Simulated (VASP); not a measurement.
A run of VASP 6.6.1:

INCAR

```
SYSTEM = HfC
PREC = Accurate ; ENCUT = 520
EDIFF = 1E-6 ; ISMEAR = -1
SIGMA = 0.1 ; LREAL = .FALSE.
LASPH = .TRUE. ; NELM = 60
ALGO = Normal ; ISIF = 2
LWAVE = .FALSE. ; LCHARG = .FALSE.
GGA = PS ; NBANDS = 22
```

File KPOINTS:

```
regular mesh
0
G
  8 8 5
  0 0 0
```

POSCAR

```
HfC
1.0
    3.2714140363      0.0000000028      0.0000000000
   -1.6357070206      2.8331276603      0.0000000000
    0.0000000000      0.0000000000      5.1640411874
Hf C
2 2
Direct
    0.6666666667      0.3333333333      0.7500000000
    0.3333333333      0.6666666667      0.2500000000
    0.0000000000      0.0000000000      0.0000000000
    0.0000000000      0.0000000000      0.5000000000
```

Potentials or basis: VASP PAW PBE potentials, release 64 (Hf_pv, C).

Run with:

```console
$ cat potpaw_PBE.64/Hf_pv/POTCAR potpaw_PBE.64/C/POTCAR > POTCAR
$ mpirun -np 1 vasp_std > vasp.out
```

Hardware: 1 thread of Intel Xeon 8259CL, with other jobs on the host.

**Question.** How long does it take, and how much memory?

**Answer.** Wall time 48 s on 1 thread of Intel Xeon 8259CL (shared host), peak memory 0.17 GiB. Counts: scf iterations 13, k points 30.
